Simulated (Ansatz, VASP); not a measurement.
## Na in VASP and in Ansatz

```xyz
1
Lattice="-2.1704 2.1175 2.1704 2.0646 -2.1175 2.0646 2.1704 2.1175 -2.1704" Properties=species:S:1:pos:R:3 pbc="T T T"
Na    0.0000    0.0000    0.0000
```

Change from the starting cell: strain -0.0500 x Voigt [0, 0, 0, 0, 1, 0], atoms carried along.

Alike in both runs: task single point; functional PBE; k mesh 16 × 16 × 16; occupations gaussian, width 0.15 eV; no spin polarisation.

|  | VASP | Ansatz |
| --- | --- | --- |
| version | VASP 6.6.1 | Ansatz 0.2.0 |
| potentials or method | VASP PAW PBE potentials, release 64 (Na_pv), cutoff 520 eV | scalar-relativistic, plane waves, PAW |
| valence electrons in the cell | 7 | 9 |

|  | VASP | Ansatz | Ansatz less VASP |
| --- | --- | --- | --- |
| gap on the k mesh at the Fermi level (eV) | none | none | - |
| pressure (GPa) | -0.2 | -0.2 | +0.01 |
| traceless stress, the component that is largest in VASP (GPa) | 0.32 | 0.31 | -0.001 |

A gap of «none» marks a metal or a gap that the smearing closes. With one functional, cell and mesh, what is left measures potentials, basis and numerics. VASP's potentials hold 7 valence electrons a cell and Ansatz's 9, so a difference there can come from the potentials and not from the codes.
